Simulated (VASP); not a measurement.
A run of VASP 6.6.1:

The input INCAR:

```
SYSTEM = MgSe
  PREC = Accurate
  ENCUT = 600
  EDIFF = 1E-6
  ISMEAR = -1
  SIGMA = 0.1496
  LREAL = .False.
  LASPH = .True.
  NELM = 120
  ALGO = Normal
  ISIF = 2
  LWAVE = .False.
  LCHARG = .False.
  GGA = PE
  NBANDS = 11
  GGA_COMPAT = .False.
```

The input KPOINTS:

```
Automatic mesh
0
Gamma
  6 6 6
  0 0 0
```

File POSCAR:

```
MgSe
1.0
    0.0000000000      2.7546342081      2.7546342081
    2.7546342081      0.0000000000      2.7546342081
    2.7546342081      2.7546342081      0.0000000000
Se Mg
1 1
Direct
    0.5000000000      0.5000000000      0.5000000000
    0.0000000000      0.0000000000      0.0000000000
```

Potentials or basis: VASP PAW PBE potentials, release 64 (Se, Mg).

Command:

```sh
$ cat potpaw_PBE.64/Se/POTCAR potpaw_PBE.64/Mg/POTCAR > POTCAR
$ mpirun -np 1 vasp_std > vasp.out
```

Hardware: 1 thread of Intel Xeon 8259CL, on a shared host.

Task: Estimate the wall time of this run.

Result: It took 15 s on 1 thread of Intel Xeon 8259CL (shared host), peak memory 0.17 GiB. Counts: scf iterations 12, k points 16.
